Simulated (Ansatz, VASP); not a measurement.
## Rb2Hg: VASP beside Ansatz

INCAR

```
ALGO     = Fast           # electronic algorithm
EDIFF    = 1E-7           # SCF threshold, eV
ENCUT    = 520            # plane-wave cutoff, eV
GGA      = PS             # functional
ISIF     = 2              # what is computed and relaxed
ISMEAR   = 0              # smearing method
LASPH    = True           # aspherical terms in the spheres
LCHARG   = False          # write CHGCAR
LREAL    = False          # projectors in reciprocal space
LWAVE    = False          # write WAVECAR
NBANDS   = 22             # bands
NELM     = 100            # most SCF steps
PREC     = Accurate       # precision mode
SIGMA    = 0.1            # smearing width, eV
```

File KPOINTS:

```
k-points
0
Gamma
  10 10 10
```

Contents of POSCAR:

```
Rb2Hg
1.0
    0.0000000000      4.4733197388      4.4733197388
    4.4733197388      0.0000000000      4.4733197388
    4.4733197388      4.4733197388      0.0000000000
Rb Hg
2 1
Direct
    0.2500000000      0.2500000000      0.2500000000
    0.7500000000      0.7500000000      0.7500000000
    0.5000000000      0.5000000000      0.5000000000
```

Input for Ansatz:

```yaml
crystal:
  lattice:
    - [0.0, 4.4733197388, 4.4733197388]
    - [4.4733197388, 0.0, 4.4733197388]
    - [4.4733197388, 4.4733197388, 0.0]
  atoms:
    - { symbol: Rb, position: [0.25, 0.25, 0.25] }
    - { symbol: Rb, position: [0.75, 0.75, 0.75] }
    - { symbol: Hg, position: [0.5, 0.5, 0.5] }
basis:
  ecutwfc: 420
kpoints:
  mp_grid: { grid: [10, 10, 10] }
  band_path:
    path:
      - [[0.0, 0.0, 0.0], [0.5, 0.0, 0.5], [0.625, 0.25, 0.625]]
      - [[0.375, 0.375, 0.75], [0.0, 0.0, 0.0], [0.5, 0.5, 0.5], [0.5, 0.25, 0.75], [0.5, 0.0, 0.5]]
    npoints: 14
hamiltonian:
  xc: pbesol
scf:
  occupations: { method: gaussian, width: 0.1 }
  n_extra_bands: 7
output:
  forces: true
  stress: true
  eigenvalues: true
  populations: true
  dos: { projected: true, de: 0.02, nscf_kmesh: { grid: [12, 12, 12] } }
  bader: true
  write_density: true
  write_potential: true
  elf: true
  volumetric_format: npy
```

Alike in both runs: task single point; functional PBEsol; k mesh 10 × 10 × 10; occupations gaussian, width 0.1 eV; no spin polarisation.

|  | VASP | Ansatz |
| --- | --- | --- |
| version | VASP 6.6.1 | Ansatz 0.2.0 |
| potentials or method | VASP PAW PBE potentials, release 64 (Rb_sv, Hg), cutoff 520 eV | scalar-relativistic, plane waves, PAW |
| valence electrons in the cell | 30 | 38 |

|  | VASP | Ansatz | Ansatz less VASP |
| --- | --- | --- | --- |
| gap on the k mesh at the Fermi level (eV) | none | none | - |
| pressure (GPa) | -0.5 | -0.5 | +0.01 |

VASP's potentials were made for PBE, not for PBEsol. A gap of «none» marks a metal or a gap that the smearing closes. With one functional, cell and mesh, what is left measures potentials, basis and numerics. VASP's potentials hold 30 valence electrons a cell and Ansatz's 38, so a difference there can come from the potentials and not from the codes.

Neither program's run includes spin-orbit coupling.
